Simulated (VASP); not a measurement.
Write the native input for VASP 6.6.1 that does the following.

* Task: single point
* Functional: PBE
* Potentials or basis: VASP PAW PBE potentials, release 64 (Ge_d, P)
* Cutoff: 520 eV
* k mesh: 6 × 6 × 6
* Occupations: gaussian, width 0.1 eV
* Spin: no spin polarisation
* Dipole correction: no
* Further INCAR settings: ALGO = Normal; EDIFF = 1e-06; NBANDS = 75

The structure of Ge3P4 lies in POSCAR:

```
Ge3P4
1.0
   -4.1780176370      4.1780176370      4.1780176370
    4.1780176370     -4.1780176370      4.1780176370
    4.1780176370      4.1780176370     -4.1780176370
Ge P
6 8
Direct
    0.2500000000      0.1250000000      0.8750000000
    0.8750000000      0.2500000000      0.1250000000
    0.7500000000      0.3750000000      0.6250000000
    0.6250000000      0.7500000000      0.3750000000
    0.1250000000      0.8750000000      0.2500000000
    0.3750000000      0.6250000000      0.7500000000
    0.4790943870      0.4790943870      0.4790943870
    0.5209056130      0.5000000000      0.0000000000
    0.5000000000      0.0000000000      0.0209056130
    0.0000000000      0.5209056130      0.5000000000
    0.0209056130      0.5000000000      0.0000000000
    0.9790943870      0.9790943870      0.9790943870
    0.0000000000      0.0209056130      0.5000000000
    0.5000000000      0.0000000000      0.5209056130
```

The cell was built from a structure type or drawn by symmetry, and may not be a known phase.

One way to write it, as run:

INCAR

```
SYSTEM = Ge3P4
ALGO = Normal
EDIFF = 1E-6
ENCUT = 520
GGA = PE
ISIF = 2
ISMEAR = 0
LASPH = .True.
LCHARG = .False.
LREAL = .False.
LWAVE = .False.
NBANDS = 75
NELM = 100
PREC = Accurate
SIGMA = 0.1
```

KPOINTS

```
k-points
0
Gamma
  6 6 6
  0 0 0
```

Potentials or basis: VASP PAW PBE potentials, release 64 (Ge_d, P).

The run is started by

```sh
$ cat potpaw_PBE.64/Ge_d/POTCAR potpaw_PBE.64/P/POTCAR > POTCAR
$ mpirun -np 1 vasp_std > vasp.out
```

Results of the run:

```yaml
Pressure: -0.1 GPa
Largest_force: 0.007 eV/Å
Band_gap_on_the_k_mesh: zero (filled and empty bands touch)
```

Run time: 8.2 min on 1 thread of Intel(R) Xeon(R) Platinum 8375C CPU @ 2.90GHz (Ice Lake) (shared host), peak memory 0.51 GiB.
